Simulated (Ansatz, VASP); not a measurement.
Two plane-wave programs on Sn

```
CELL_PARAMETERS angstrom
4.70671 0.00000 0.00000
0.00000 4.70671 0.00000
0.00000 0.00000 26.64852
ATOMIC_POSITIONS crystal
Sn 0.00000 0.50000 0.28014
Sn 0.00000 0.00000 0.34345
Sn 0.50000 0.00000 0.40630
Sn 0.50000 0.50000 0.46875
Sn 0.00000 0.50000 0.53125
Sn 0.00000 0.00000 0.59370
Sn 0.50000 0.00000 0.65655
Sn 0.50000 0.50000 0.71986
```

Alike in both runs: functional PBE; k mesh 8 × 8 × 1; occupations gaussian, width 0.1 eV; no spin polarisation.

Ansatz relaxed the structure, and its values are those at the end. VASP's run is a single point on that final structure, the one shown.

```csv
,VASP,Ansatz
version,VASP 6.6.1,Ansatz 0.2.0
potentials or method,"VASP PAW PBE potentials, release 64 (Sn_d), cutoff 520 eV","scalar-relativistic, plane waves, PAW"
valence electrons in the cell,112,112
```

```csv
,VASP,Ansatz,Ansatz less VASP
gap on the k mesh at the Fermi level (eV),none,none,-
rms of the force components (eV/Å),0.005,0.005,+0.0002
```

A gap of «none» marks a metal or a gap that the smearing closes. Ansatz's warnings: xc potential rough in thin density.
